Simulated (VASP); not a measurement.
Input of a VASP 6.6.1 run:

File INCAR:

```
  PREC = Accurate
  ENCUT = 520
  EDIFF = 1E-7
  ISMEAR = 0
  SIGMA = 0.02
  LREAL = F
  LASPH = T
  NELM = 100
  ALGO = Normal
  ISIF = 2
  LWAVE = F
  LCHARG = T
  LDIPOL = T
  IDIPOL = 3
  DIPOL = 0.5 0.5 0.318
  GGA = PE
  IVDW = 12
  LELF = T
  LVHAR = T
  LVACPOTAV = T
  NBANDS = 35
```

KPOINTS

```
regular mesh
0
Gamma
  12 12 1
```

Contents of POSCAR:

```
Te2Mo
1.0
    3.5200000000      0.0000000000      0.0000000000
   -1.7600000000      3.0484094213      0.0000000000
    0.0000000000      0.0000000000     45.0099999985
Te Mo
4 2
Direct
    0.6666666667      0.3333333333      0.2016478176
    0.6666666667      0.3333333333      0.2820678470
    0.3333333333      0.6666666667      0.3534575919
    0.3333333333      0.6666666667      0.4338776212
    0.3333333333      0.6666666667      0.2418392225
    0.6666666667      0.3333333333      0.3936862163
```

Potentials or basis: VASP PAW PBE potentials, release 64 (Te, Mo_sv).

The run is started by

```console
$ cat potpaw_PBE.64/Te/POTCAR potpaw_PBE.64/Mo_sv/POTCAR > POTCAR
$ mpirun -np 1 vasp_std > vasp.out
```

(1) Predict the largest force.

(2) Predict the dispersion energy per atom.

Results:

(1) 0.015 eV/Å.

(2) -0.470 eV.
